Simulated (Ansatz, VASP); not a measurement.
## InSe2: VASP beside Ansatz

```xyz
6
Lattice="4.0429 0.0000 0.0000 0.0000 4.0429 0.0000 0.0000 0.0000 10.5111" Properties=species:S:1:pos:R:3 pbc="T T T"
In    0.0000    2.0214    7.3955
In    2.0214    0.0000    3.1157
Se    0.0000    2.0214    3.8448
Se    2.0214    0.0000    6.6663
Se    0.0000    0.0000    0.0000
Se    2.0214    2.0214    0.0000
```

Change from the starting cell: strain +0.040 along x and y, +0.080 along z, atoms carried along.

Alike in both runs: task single point; functional PBE; k mesh 12 × 12 × 6; occupations gaussian, width 0.15 eV; no spin polarisation.

|  | VASP | Ansatz |
| --- | --- | --- |
| version | VASP 6.6.1 | Ansatz 0.2.0 |
| potentials or method | VASP PAW PBE potentials, release 64 (In_d, Se), cutoff 520 eV | scalar-relativistic, plane waves, PAW |
| valence electrons in the cell | 50 | 90 |

```csv
,VASP,Ansatz,Ansatz less VASP
gap on the k mesh at the Fermi level (eV),none,none,-
pressure (GPa),-5.3,-5.3,-0.01
"traceless stress, the component that is largest in VASP (GPa)",2.35,2.36,+0.012
rms of the force components (eV/Å),0.102,0.102,0.0000
```

Atom by atom the forces differ by 0.000 eV/Å (rms over components). A gap of «none» marks a metal or a gap that the smearing closes. With one functional, cell and mesh, what is left measures potentials, basis and numerics. VASP's potentials hold 50 valence electrons a cell and Ansatz's 90, so a difference there can come from the potentials and not from the codes.
